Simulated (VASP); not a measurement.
Crystal: Ir.

```
Ir
1.0
     0.00000    2.63500    2.63500
     2.63500    0.00000    2.63500
     2.63500    2.63500    0.00000
Ir
2
Direct
  0.00000 0.00000 0.00000
  0.25000 0.25000 0.25000
```

```yaml
Program: VASP 6.6.1
Task: relaxation of cell and atoms
Functional: PBE
Potentials_or_basis: VASP PAW PBE potentials, release 64 (Ir)
Cutoff: 600 eV
k_mesh: 7 × 7 × 7
Occupations: fermi-dirac, width 0.05 eV
Spin: no spin polarisation
```

At the start: pressure 44.0 GPa; volume 18.30 Å³/atom.

Q: How do energy, volume and symmetry change on relaxing?

A: Over 5 steps the energy falls by 384.0 meV/atom and the volume is 21.55 Å³/atom (+17.8 %); space group Fd-3m (No. 227, to 0.05 Å).

Step by step:
| step | energy change (eV) | largest force (eV/Å) | pressure (GPa) | volume (Å³) |
| --- | --- | --- | --- | --- |
| 1 | 0.0000 | 0.0000 | 44.02 | 36.59 |
| 2 | 2.7954 | 0.0000 | -24.65 | 70.19 |
| 3 | -0.7404 | 0.0000 | -5.73 | 44.58 |
| 4 | -0.7665 | 0.0000 | -1.36 | 43.42 |
| 5 | -0.7679 | 0.0000 | 0.03 | 43.09 |

Final structure:
```yaml
crystal:
  lattice:
    - [0.00000, 2.78261, 2.78261]
    - [2.78261, 0.00000, 2.78261]
    - [2.78261, 2.78261, 0.00000]
  atoms:
    - { symbol: Ir, position: [0.00000, 0.00000, 0.00000] }
    - { symbol: Ir, position: [0.25000, 0.25000, 0.25000] }
```

Caveat: the volume moved by over 15 % at a fixed basis, so the end points are rough.
